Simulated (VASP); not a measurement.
PbS, 2 atoms in the cell. The structure is tetragonal, space group I4/mmm (No. 139). Conventional cell: a = 4.256 Å, b = 4.256 Å, c = 5.841 Å, α = 90.00°, β = 90.00°, γ = 90.00°. Pb (site symmetry 4/mmm) has 6 S at 2.92 to 3.01 Å within 3.8 Å. Within 3.8 Å of S (site symmetry 4/mmm) lie 6 Pb at 2.92 to 3.01 Å.  This cell differs from its parent crystal: strain +0.015 along x and y, -0.015 along z.

| Quantity | Value |
| --- | --- |
| Program | VASP 6.6.1 |
| Task | single point |
| Functional | r2SCAN |
| Potentials or basis | VASP PAW PBE potentials, release 64 (Pb_d, S) |
| Cutoff | 520 eV |
| k mesh | 8 × 8 × 8 |
| Occupations | gaussian, width 0.05 eV |
| Spin | no spin polarisation |
| Dipole correction | no |
| Further INCAR settings | ALGO = Normal; EDIFF = 1e-06; NBANDS = 17 |

Potentials or basis: VASP PAW PBE potentials, release 64 (Pb_d, S).

Run with:

```bash
$ cat potpaw_PBE.64/Pb_d/POTCAR potpaw_PBE.64/S/POTCAR > POTCAR
$ cp INCAR.step1 INCAR
$ mpirun -np 1 vasp_std > vasp.out
$ cp INCAR.step2 INCAR
$ mpirun -np 1 vasp_std > vasp.out
```

Hardware: 1 thread of Intel(R) Xeon(R) Platinum 8259CL CPU @ 2.50GHz (Skylake/Cascade Lake), with other jobs on the host.

Q: Estimate the wall time of this run.

A: Run time: 110 s on 1 thread of Intel(R) Xeon(R) Platinum 8259CL CPU @ 2.50GHz (Skylake/Cascade Lake), with other jobs on the host, peak memory 0.21 GiB. Counts: k points 59.
